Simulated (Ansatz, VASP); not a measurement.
## SnSe2: VASP beside Ansatz

POSCAR

```
SnSe2
1.0
    5.1508200000      0.0000000000      0.0000000000
   -2.5754100000      4.4607450000      0.0000000000
    0.0000000000      0.0000000000      6.3098370000
Se Sn
4 2
Direct
    0.3333000000      0.6667000000      0.7500000000
    0.6666000000      0.3333000000      0.2500000000
    0.0000000000      0.0000000000      0.0000000000
    0.0000000000      0.0000000000      0.5000000000
    0.3333000000      0.6667000000      0.2500000000
    0.6666000000      0.3333000000      0.7500000000
```

The input INCAR.step1:

```
ALGO     = Normal         # electronic algorithm
EDIFF    = 1E-4           # SCF threshold, eV
ENCUT    = 600            # plane-wave cutoff, eV
GGA      = PE             # functional
ISMEAR   = -1             # smearing method
LASPH    = True           # aspherical terms in the spheres
LCHARG   = False          # write CHGCAR
LREAL    = False          # projectors in reciprocal space
LWAVE    = True           # write WAVECAR
NELM     = 60             # most SCF steps
PREC     = Accurate       # precision mode
SIGMA    = 0.1            # smearing width, eV
```

Contents of INCAR.step2:

```
ALGO     = Normal         # electronic algorithm
EDIFF    = 1E-6           # SCF threshold, eV
EDIFFG   = -0.01          # ionic threshold
ENCUT    = 600            # plane-wave cutoff, eV
IBRION   = 2              # ionic algorithm
ISIF     = 3              # what is computed and relaxed
ISMEAR   = -1             # smearing method
ISTART   = 1            
LASPH    = True           # aspherical terms in the spheres
LCHARG   = False          # write CHGCAR
LMIXTAU  = True         
LREAL    = False          # projectors in reciprocal space
LWAVE    = False          # write WAVECAR
METAGGA  = R2SCAN         # meta-GGA
NELM     = 60             # most SCF steps
NSW      = 60             # ionic steps
PREC     = Accurate       # precision mode
SIGMA    = 0.1            # smearing width, eV
```

KPOINTS

```
k-points
0
Gamma
  5 5 4
```

Input for Ansatz:

```yaml
crystal:
  lattice:
    - [5.15082, 0.0, 0.0]
    - [-2.57541, 4.460745, 0.0]
    - [0.0, 0.0, 6.309837]
  atoms:
    - { symbol: Se, position: [0.3333, 0.6667, 0.75] }
    - { symbol: Se, position: [0.6666, 0.3333, 0.25] }
    - { symbol: Sn, position: [0.3333, 0.6667, 0.25] }
    - { symbol: Sn, position: [0.6666, 0.3333, 0.75] }
    - { symbol: Se, position: [0.0, 0.0, 0.0] }
    - { symbol: Se, position: [0.0, 0.0, 0.5] }
  symmetry: { tolerance: 0.0003 }
kpoints:
  mp_grid: { grid: [5, 5, 4], shift: [0, 0, 0] }
magnetization:
  spin_polarized: false
scf:
  occupations: { method: fermi_dirac }
  eigensolver: { kind: davidson }
hamiltonian:
  pseudopotentials: { kind: paw }
  xc: r2scan
basis:
  ecutwfc: 500
  ecutrho_ratio: 4
output:
  forces: true
  stress: true
  eigenvalues: true
  write_density: true
  write_potential: true
  elf: true
  volumetric_format: npy
relax:
  max_steps: 40
  cell: {}
```

Alike in both runs: task relaxation of cell and atoms; functional r2SCAN; k mesh 5 × 5 × 4; no spin polarisation.

|  | VASP | Ansatz |
| --- | --- | --- |
| version | VASP 6.6.1 | Ansatz 0.2.0 |
| potentials or method | VASP PAW PBE potentials, release 64 (Se, Sn_d), cutoff 600 eV | PAW plane waves |
| occupations | fermi-dirac, width 0.1 eV | fermi-dirac |
| valence electrons in the cell | 52 | 92 |

VASP gave:

| Property | Result |
| --- | --- |
| gap on the k mesh at the Fermi level, each at its own relaxed structure (eV) | none |
| relaxed volume (Å³/atom) | 23.20 |

Problem. Estimate Ansatz's values.

Solution. gap on the k mesh at the Fermi level, each at its own relaxed structure (eV): none; relaxed volume (Å³/atom): 23.21.

VASP's potentials were made for PBE, not for r2SCAN. A gap of «none» marks a metal or a gap that the smearing closes. VASP's potentials hold 52 valence electrons a cell and Ansatz's 92, so a difference there can come from the potentials and not from the codes. Ansatz's warnings: structure snapped to symmetry.
